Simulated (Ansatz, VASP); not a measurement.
# K2Nb2O in VASP and in Ansatz

```
K Nb O
1.0
     4.31422    0.00000    0.00000
    -2.15711    3.73622    0.00000
     0.00000    0.00000   10.21205
K Nb O
2 2 1
Direct
  0.00000 0.00000 0.72660
  0.00000 0.00000 0.27340
  0.33333 0.66667 0.00000
  0.66667 0.33333 0.00000
  0.00000 0.00000 0.00000
```

Alike in both runs: functional PBE; k mesh 12 × 12 × 4; occupations gaussian, width 0.1 eV; no spin polarisation.

Ansatz relaxed the structure, and its values are those at the end. VASP's run is a single point on that final structure, the one shown.

|  | VASP | Ansatz |
| --- | --- | --- |
| version | VASP 6.6.1 | Ansatz 0.2.0 |
| potentials or method | VASP PAW PBE potentials, release 64 (K_sv, Nb_sv, O), cutoff 520 eV | scalar-relativistic, plane waves, PAW |
| valence electrons in the cell | 50 | 50 |

Ansatz gave:

* gap on the k mesh at the Fermi level (eV): none
* pressure (GPa): 0.0
* rms of the force components (eV/Å): 0.003

**Question.** What did VASP give for the same quantities?

**Answer.** gap on the k mesh at the Fermi level (eV): none; pressure (GPa): 0.0; rms of the force components (eV/Å): 0.007.

A gap of «none» marks a metal or a gap that the smearing closes. The functional is the same, so the differences come from potentials, cutoffs and numerics.
